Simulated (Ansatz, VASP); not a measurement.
One calculation of TiTe2, two programs

```
CELL_PARAMETERS angstrom
0.00000 3.37855 3.37855
3.37855 0.00000 3.37855
3.37855 3.37855 0.00000
ATOMIC_POSITIONS crystal
Ti 0.00000 0.00000 0.00000
Te 0.25000 0.25000 0.25000
Te 0.75000 0.75000 0.75000
```

Alike in both runs: task single point; functional PBE; k mesh 10 × 10 × 10; occupations gaussian, width 0.05 eV; no spin polarisation.

```csv
,VASP,Ansatz
version,VASP 6.6.1,Ansatz 0.2.0
potentials or method,"VASP PAW PBE potentials, release 64 (Ti_sv, Te), cutoff 520 eV","scalar-relativistic, plane waves, PAW"
valence electrons in the cell,24,44
```

```csv
,VASP,Ansatz,Ansatz less VASP
gap on the k mesh at the Fermi level (eV),none,none,-
pressure (GPa),4.0,4.0,-0.04
```

A gap of «none» marks a metal or a gap that the smearing closes. VASP's potentials hold 24 valence electrons a cell and Ansatz's 44, so a difference there can come from the potentials and not from the codes.

Neither program's run includes spin-orbit coupling.
